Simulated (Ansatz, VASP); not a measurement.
# AsIr2 in VASP and in Ansatz

Contents of INCAR:

```
  ALGO = Normal
  EDIFF = 1E-6
  ENCUT = 520
  GGA = PE
  ISIF = 2
  ISMEAR = 0
  LASPH = True
  LCHARG = True
  LELF = True
  LREAL = False
  LVHAR = True
  LWAVE = False
  NBANDS = 32
  NELM = 100
  PREC = Accurate
  SIGMA = 0.1
```

The input KPOINTS:

```
k-points
0
Gamma
  6 6 2
```

The input POSCAR:

```
AsIr2
1.0
    2.9837757529      0.0000000000      0.0000000000
   -1.4918878765      2.5840256012      0.0000000000
    0.0000000000      0.0000000000     11.6056641236
As Ir
2 4
Direct
    0.3333333333      0.6666666667      0.2500000000
    0.6666666667      0.3333333333      0.7500000000
    0.3333333333      0.6666666667      0.6275000000
    0.6666666667      0.3333333333      0.1275000000
    0.3333333333      0.6666666667      0.8725000000
    0.6666666667      0.3333333333      0.3725000000
```

Input for Ansatz:

```yaml
crystal:
  lattice:
    - [2.9837757529, 0.0, 0.0]
    - [-1.4918878765, 2.5840256012, 0.0]
    - [0.0, 0.0, 11.6056641236]
  atoms:
    - { symbol: As, position: [0.3333333333, 0.6666666667, 0.25] }
    - { symbol: As, position: [0.6666666667, 0.3333333333, 0.75] }
    - { symbol: Ir, position: [0.3333333333, 0.6666666667, 0.6275] }
    - { symbol: Ir, position: [0.6666666667, 0.3333333333, 0.1275] }
    - { symbol: Ir, position: [0.3333333333, 0.6666666667, 0.8725] }
    - { symbol: Ir, position: [0.6666666667, 0.3333333333, 0.3725] }
basis:
  ecutwfc: 420
kpoints:
  mp_grid: { grid: [6, 6, 2] }
hamiltonian:
  xc: pbe
scf:
  occupations: { method: gaussian, width: 0.1 }
  lower_state_search: "off"
output:
  forces: true
  stress: true
  eigenvalues: true
```

Alike in both runs: task single point; functional PBE; k mesh 6 × 6 × 2; occupations gaussian, width 0.1 eV; no spin polarisation.

|  | VASP | Ansatz |
| --- | --- | --- |
| version | VASP 6.6.1 | Ansatz 0.2.0 |
| potentials or method | VASP PAW PBE potentials, release 64 (As, Ir), cutoff 520 eV | scalar-relativistic, plane waves, PAW |
| valence electrons in the cell | 46 | 98 |

```tsv
	VASP	Ansatz	Ansatz less VASP
gap on the k mesh at the Fermi level (eV)	none	none	-
rms of the force components (eV/Å)	4.006	3.860	-0.1455
```

Atom by atom the forces differ by 0.146 eV/Å (rms over components). A gap of «none» marks a metal or a gap that the smearing closes. With one functional, cell and mesh, what is left measures potentials, basis and numerics. VASP's potentials hold 46 valence electrons a cell and Ansatz's 98, so a difference there can come from the potentials and not from the codes.

The k mesh is coarse, so the values compare programs but aren't converged. Spin-orbit coupling is off throughout.
